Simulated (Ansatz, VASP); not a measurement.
CdSe: VASP beside Ansatz

```xyz
2
Lattice="0.0000 3.1911 3.1911 3.1911 0.0000 3.1911 3.1911 3.1911 0.0000" Properties=species:S:1:pos:R:3 pbc="T T T"
Cd    0.0000    0.0000    0.0000
Se    1.5956    1.5956    1.5956
```

Change from the starting cell: hydrostatic strain +4.0%.

Alike in both runs: task single point; functional PBE; k mesh 8 × 8 × 8; occupations fermi-dirac, width 0.02 eV; no spin polarisation.

|  | VASP | Ansatz |
| --- | --- | --- |
| version | VASP 6.6.1 | Ansatz 0.2.0 |
| potentials or method | VASP PAW PBE potentials, release 64 (Cd, Se) | plane waves, PAW |
| plane-wave cutoff (eV) | 520 | 420 |
| valence electrons in the cell | 18 | 36 |

|  | VASP | Ansatz | Ansatz less VASP |
| --- | --- | --- | --- |
| pressure (GPa) | -3.1 | -3.2 | -0.17 |

VASP's potentials hold 18 valence electrons a cell and Ansatz's 36, so a difference there can come from the potentials and not from the codes.
